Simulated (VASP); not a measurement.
# SiO2 (I-42d) in VASP: notebook

The runs below take SiO2 through single point, with LDA.

All numbers are computed with VASP 6.6.1; they aren't measurements. Logs are shortened: lines on timing, memory, paths and dates and some standing lists are left out, and cuts for length are marked.

**1. The cell of the first run**

The structure is tetragonal, space group I-42d (No. 122). Conventional cell: a = 4.927 Å, b = 4.927 Å, c = 7.284 Å, α = 90.00°, β = 90.00°, γ = 90.00°. Within 2.1 Å of Si (site symmetry -4) lie 4 O at 1.61 Å. Within 2.1 Å of O (site symmetry 2) lie 2 Si at 1.61 Å.

**2. Single point, LDA**

File INCAR:

```
  PREC = Accurate
  ENCUT = 520
  EDIFF = 1E-6
  ISMEAR = 0
  SIGMA = 0.02
  LREAL = False
  LASPH = True
  NELM = 100
  ALGO = Normal
  ISIF = 2
  LWAVE = False
  LCHARG = False
  GGA = CA
  NBANDS = 25
```

File KPOINTS:

```
regular mesh
0
Gamma
  8 8 8
```

File POSCAR:

```
SiO2
1.0
   -2.4632701762      2.4632701762      3.6420760746
    2.4632701762     -2.4632701762      3.6420760746
    2.4632701762      2.4632701762     -3.6420760746
Si O
2 4
Direct
    0.0000000000      0.0000000000      0.0000000000
    0.7500000000      0.2500000000      0.5000000000
    0.9741962338      0.6250000000      0.8491962338
    0.3750000000      0.2241962338      0.3491962338
    0.7758037662      0.1250000000      0.1508037662
    0.8750000000      0.0258037662      0.6508037662
```

Potentials or basis: VASP PAW LDA potentials, release 64 (Si, O).

The run is started by

```bash
$ cat potpaw_LDA.64/Si/POTCAR potpaw_LDA.64/O/POTCAR > POTCAR
$ mpirun -np 1 vasp_std > vasp.out
```

OUTCAR:

```text
PREC = Accurate
   ENCUT = 520
   EDIFF = 1E-6
   ISMEAR = 0
   LREAL = False
   LASPH = True
   NELM = 100
   ISIF = 2
   GGA = CA

 ion  position               nearest neighbor table
   1  0.000  0.000  0.000-   4 1.61   3 1.61   5 1.61   6 1.61   2 3.06   2 3.06   2 3.06   2 3.06

   2  0.750  0.250  0.500-   3 1.61   4 1.61   5 1.61   6 1.61   1 3.06   1 3.06   1 3.06   1 3.06

   3  0.974  0.625  0.849-   2 1.61   1 1.61
   4  0.375  0.224  0.349-   1 1.61   2 1.61
   5  0.776  0.125  0.151-   1 1.61   2 1.61
   6  0.875  0.026  0.651-   1 1.61   2 1.61

  LATTYP: Found a body centered tetragonal cell.
 ALAT       =     4.9265403524
 C/A-ratio  =     1.4785532297

  Lattice vectors:

 A1 = (  -2.4632701762,   2.4632701762,   3.6420760746)
 A2 = (   2.4632701762,  -2.4632701762,   3.6420760746)
 A3 = (   2.4632701762,   2.4632701762,  -3.6420760746)

Analysis of symmetry for initial positions (statically):
=====================================================================
 Subroutine PRICEL returns:
 Original cell was already a primitive cell.

 Routine SETGRP: Setting up the symmetry group for a
 body centered tetragonal supercell.

 Subroutine GETGRP returns: Found  8 space group operations
 (whereof  4 operations were pure point group operations)
 out of a pool of 16 trial point group operations.

The static configuration has the point symmetry S_4 .
 The point group associated with its full space group is D_2d.

Analysis of symmetry for dynamics (positions and initial velocities):
=====================================================================
 Subroutine PRICEL returns:
 Original cell was already a primitive cell.

 Routine SETGRP: Setting up the symmetry group for a
 body centered tetragonal supercell.

 Subroutine GETGRP returns: Found  8 space group operations
 (whereof  4 operations were pure point group operations)
 out of a pool of 16 trial point group operations.

The dynamic configuration has the point symmetry S_4 .
 The point group associated with its full space group is D_2d.

 Subroutine INISYM returns: Found  8 space group operations
 (whereof  4 operations are pure point group operations),
 and found     1 'primitive' translations

----------------------------------------------------------------------------------------

                                     Primitive cell

  volume of cell :      88.3961

  direct lattice vectors                    reciprocal lattice vectors
    -2.463270176  2.463270176  3.642076075     0.000000000  0.202982200  0.137284337
     2.463270176 -2.463270176  3.642076075     0.202982200  0.000000000  0.137284337
     2.463270176  2.463270176 -3.642076075     0.202982200  0.202982200  0.000000000

  length of vectors
     5.039852980  5.039852980  5.039852980     0.245048491  0.245048491  0.287060180

  position of ions in fractional coordinates (direct lattice)
     0.000000000  0.000000000  0.000000000
     0.750000000  0.250000000  0.500000000
     0.974196234  0.625000000  0.849196234
     0.375000000  0.224196234  0.349196234
     0.775803766  0.125000000  0.150803766
     0.875000000  0.025803766  0.650803766

  ion indices of the primitive-cell ions
   primitive index   ion index
                 1           1
                 2           2
                 3           3
                 4           4
                 5           5
                 6           6

----------------------------------------------------------------------------------------

 KPOINTS: regular mesh

Automatic generation of k-mesh.
 Grid dimensions read from file:
 generate k-points for:    8    8    8

 Generating k-lattice:

  Cartesian coordinates                     Fractional coordinates (reciprocal lattice)
     0.000000000  0.025372775  0.017160542     0.125000000  0.000000000  0.000000000
     0.025372775  0.000000000  0.017160542     0.000000000  0.125000000  0.000000000
     0.025372775  0.025372775  0.000000000     0.000000000  0.000000000  0.125000000

  Length of vectors
     0.030631061  0.030631061  0.035882523

  Shift w.r.t. Gamma in fractional coordinates (k-lattice)
     0.000000000  0.000000000  0.000000000

 Subroutine IBZKPT returns following result:
 ===========================================

 Found     59 irreducible k-points:

 Following reciprocal coordinates:
            Coordinates               Weight
  0.000000  0.000000  0.000000      1.000000
  0.125000 -0.000000  0.000000      8.000000
  0.250000 -0.000000  0.000000      8.000000
  0.375000  0.000000 -0.000000      8.000000
  0.500000 -0.000000  0.000000      4.000000
  0.125000  0.125000  0.000000      8.000000
[... 16 lines left out ...]
  0.250000  0.125000  0.125000     16.000000
  0.375000  0.125000  0.125000      8.000000
 [... further k-points ...]
   k-points           NKPTS =     59   k-points in BZ     NKDIM =     59   number of bands    NBANDS=     25
   number of dos      NEDOS =    301   number of ions     NIONS =      6
   total plane-waves  NPLWV =  64000
   dimension x,y,z NGX =    40 NGY =   40 NGZ =   40
   dimension x,y,z NGXF=    80 NGYF=   80 NGZF=   80
   ions per type =               2   4
   NGX,Y,Z   is equivalent  to a cutoff of  13.19, 13.19, 13.19 a.u.
   NGXF,Y,Z  is equivalent  to a cutoff of  26.39, 26.39, 26.39 a.u.
 SYSTEM =  unknown system
   PREC   = accura    normal or accurate (medium, high low for compatibility)
   ISTART =      0    job   : 0-new  1-cont  2-samecut
   ICHARG =      2    charge: 1-file 2-atom 10-const
   ISPIN  =      1    spin polarized calculation?
   LNONCOLLINEAR =      F non collinear calculations
   LSORBIT =      F    spin-orbit coupling
   LASPH  =      T    aspherical Exc in radial PAW
   ENCUT  =  520.0 eV  38.22 Ry    6.18 a.u.   9.37  9.37  9.37*2*pi/ulx,y,z
   NELM   =    100;   NELMIN=  2; NELMDL= -5     # of ELM steps
   EDIFF  = 0.1E-05   stopping-criterion for ELM
   LREAL  =      F    real-space projection
   EDIFFG = 0.1E-04   stopping-criterion for IOM
   NSW    =      0    number of steps for IOM
   IBRION =     -1    ionic relax: 0-MD 1-quasi-New 2-CG
   NFREE  =      0    steps in history (QN), initial steepest desc. (CG)
   ISIF   =      2    stress and relaxation
   ISYM   =      2    0-nonsym 1-usesym 2-fastsym
   POTIM  = 0.5000    time-step for ionic-motion
   TEBEG  =    0.0;   TEEND  =   0.0 temperature during run
   PSTRESS=    0.0 pullay stress
   NELECT =      32.0000    total number of electrons
   NUPDOWN=      -1.0000    fix difference up-down
   EMIN   =  10.00;   EMAX   =-10.00  energy-range for DOS
   EFERMI =   0.00;   METHOD = LEGACY
   ISMEAR =     0;   SIGMA  =   0.02  broadening in eV -4-tet -1-fermi 0-gaus
   EFERMI_NEDOS =   21; number of points for ismear=-14 and -15
   IALGO  =     38    algorithm
   IMIX   =      4    mixing-type and parameters
     AMIX     =   0.40;   BMIX     =  1.00
     AMIX_MAG =   1.60;   BMIX_MAG =  1.00
  volume/ion in A,a.u.               =      14.73        99.42
  Fermi-wavevector in a.u.,A,eV,Ry     =   1.166757  2.204851 18.521912  1.361322
  Thomas-Fermi vector in A             =   2.303266
   LORBIT       =      0    0 simple, 1 ext, 2 COOP (PROOUT), +10 PAW based schemes
   GGA     = CA    functional components
   LHFCALC =     F    Hartree Fock is set to
   AEXX    =    0.0000 exact exchange contribution
   IVDW    =     0    specifies the selected vdW correction
   LEPSILON=     F    determine dielectric tensor
   LRPA    =     F    only Hartree local field effects (RPA)
 non-spin polarized calculation
 Gauss-broadening in eV      SIGMA  =   0.02
  energy-cutoff  :      520.00
  volume of cell :       88.40
 maximum number of plane-waves:      2399
 NGX is ok and might be reduce to    40
   NGX = 19   NGY = 19   NGZ = 19

 number of electron      32.0000010 magnetization

 Free energy of the ion-electron system (eV)
  ---------------------------------------------------
  ext. energy  EPLUGINS =         0.00000000
  ---------------------------------------------------
  free energy    TOTEN  =       -51.87610272 eV

  energy without entropy =      -51.87610272  energy(sigma->0) =      -51.87610272

 E-fermi :  -0.4629     XC(G=0):  -8.8090

 val. band max:       -0.5946258008   @ k =   0.0000   0.0000   0.0000
 cond. band min:       5.1691159419   @ k =   0.0000   0.0000   0.0000
 fundamental gap:      5.7637417428
 Fermi energy:        -0.4629055233

 k-point     1 :       0.0000    0.0000    0.0000
  band No.  band energies     occupation
      1     -19.6105      2.00000
      2     -17.4250      2.00000
      3     -17.4250      2.00000
      4     -17.3611      2.00000
      5      -9.8598      2.00000
      6      -6.1856      2.00000
[... 17 lines left out ...]
     24      12.1853      0.00000
     25      12.8686      0.00000

 k-point     2 :       0.1250   -0.0000    0.0000
  band No.  band energies     occupation
      1     -19.5613      2.00000
      2     -17.4991      2.00000
      3     -17.4284      2.00000
      4     -17.3785      2.00000
      5      -9.7328      2.00000
      6      -6.2155      2.00000
[... 17 lines left out ...]
     24      12.1320      0.00000
     25      12.8178      0.00000

 k-point     3 :       0.2500   -0.0000    0.0000
  band No.  band energies     occupation
      1     -19.4250      2.00000
      2     -17.7216      2.00000
      3     -17.4356      2.00000
      4     -17.3916      2.00000
      5      -9.4043      2.00000
      6      -6.3431      2.00000
[... 17 lines left out ...]
     24      12.2630      0.00000
     25      12.6131      0.00000

 k-point     4 :       0.3750    0.0000   -0.0000
  band No.  band energies     occupation
      1     -19.2470      2.00000
      2     -17.9858      2.00000
      3     -17.4418      2.00000
      4     -17.4017      2.00000
      5      -9.0277      2.00000
      6      -6.5294      2.00000
[... 17 lines left out ...]
     24      12.0548      0.00000
     25      13.1271      0.00000

 k-point     5 :       0.5000   -0.0000    0.0000
  band No.  band energies     occupation
      1     -19.1491      2.00000
      2     -18.1183      2.00000
      3     -17.4439      2.00000
      4     -17.4061      2.00000
      5      -8.8480      2.00000
      6      -6.6306      2.00000
[... 17 lines left out ...]
     24      12.5024      0.00000
     25      12.6922      0.00000

 k-point     6 :       0.1250    0.1250    0.0000
  band No.  band energies     occupation
      1     -19.4821      2.00000
      2     -17.6210      2.00000
      3     -17.4351      2.00000
      4     -17.3959      2.00000
      5      -9.5315      2.00000
      6      -6.3057      2.00000
[... 17 lines left out ...]
     24      12.1894      0.00000
     25      12.9090      0.00000
[... 393 lines left out ...]
 k-point    21 :       0.5000    0.5000    0.0000
  band No.  band energies     occupation
      1     -18.6602      2.00000
      2     -18.6602      2.00000
      3     -17.4409      2.00000
      4     -17.4409      2.00000
      5      -7.8754      2.00000
      6      -7.8754      2.00000
[... 17 lines left out ...]
     24      10.9732      0.00000
     25      12.4232      0.00000

 k-point    22 :       0.1250    0.1250    0.1250
  band No.  band energies     occupation
      1     -19.3006      2.00000
      2     -17.9042      2.00000
      3     -17.4443      2.00000
      4     -17.3991      2.00000
      5      -9.1267      2.00000
      6      -6.6720      2.00000
[... 17 lines left out ...]
     24      11.9830      0.00000
     25      12.5001      0.00000

 k-point    23 :       0.2500    0.1250    0.1250
  band No.  band energies     occupation
      1     -19.1193      2.00000
      2     -18.1467      2.00000
      3     -17.4506      2.00000
      4     -17.4118      2.00000
      5      -8.7518      2.00000
      6      -6.9277      2.00000
[... 17 lines left out ...]
     24      12.0687      0.00000
     25      12.6261      0.00000

 k-point    24 :       0.3750    0.1250    0.1250
  band No.  band energies     occupation
      1     -19.0118      2.00000
      2     -18.2792      2.00000
      3     -17.4524      2.00000
      4     -17.4174      2.00000
      5      -8.5537      2.00000
      6      -7.0760      2.00000
[... 17 lines left out ...]
     24      12.3792      0.00000
     25      12.8376      0.00000

 [... further k-points ...]
[... 5 lines left out ...]
  --------------------------------------------------------------------------------------
  -------------------------------------------------------------------------------------
  Total        0.2987305      0.2987305      0.3192424      0.0000000      0.0000000      0.0000000
  in kB        5.4144834      5.4144834      5.7862616      0.0000000      0.0000000      0.0000000
  external PRESSURE =       5.5384095 kB  Pullay stress =       0.0000000 kB

 VOLUME and BASIS-vectors are now :
 -----------------------------------------------------------------------------
  energy-cutoff  :      520.00
  volume of cell :       88.40
      direct lattice vectors                 reciprocal lattice vectors
    -2.463270176  2.463270176  3.642076075     0.000000000  0.202982200  0.137284337
     2.463270176 -2.463270176  3.642076075     0.202982200  0.000000000  0.137284337
     2.463270176  2.463270176 -3.642076075     0.202982200  0.202982200  0.000000000

 POSITION                                       TOTAL-FORCE (eV/Angst)
 -----------------------------------------------------------------------------------
      0.00000      0.00000      0.00000        -0.000000      0.000000      0.000000
      0.00000      2.46327      1.82104        -0.000000      0.000000     -0.000000
      1.23164      2.95196      2.73156         0.000000      0.027296      0.000000
      0.48869      1.23164      0.91052         0.027296      0.000000      0.000000
     -1.23164      1.97458      2.73156        -0.000000     -0.027296      0.000000
     -0.48869      3.69491      0.91052        -0.027296     -0.000000      0.000000
 -----------------------------------------------------------------------------------
    total drift:                                0.000001      0.000001     -0.000000

  FREE ENERGIE OF THE ION-ELECTRON SYSTEM (eV)
  ---------------------------------------------------
  free  energy   TOTEN  =       -51.8761027234 eV

  energy  without entropy=      -51.8761027234  energy(sigma->0) =      -51.87610272
```

It took 4.4 min on 1 thread of Intel Xeon 8259CL, shared host; peak memory 0.25 GiB.

Results:

* Free energy: -51.8761 eV
* Pressure: 0.6 GPa
* Largest force: 0.027 eV/Å
* Band gap on the k mesh: 5.76 eV

Forces in eV/Å, atoms in the order of the input:
```
Si   0.000  0.000  0.000
Si   0.000  0.000  0.000
O    0.000  0.027  0.000
O    0.027  0.000  0.000
O    0.000 -0.027  0.000
O   -0.027  0.000  0.000
```

A k mesh can miss the band edges.

(Part 1 of 2 ends here.)
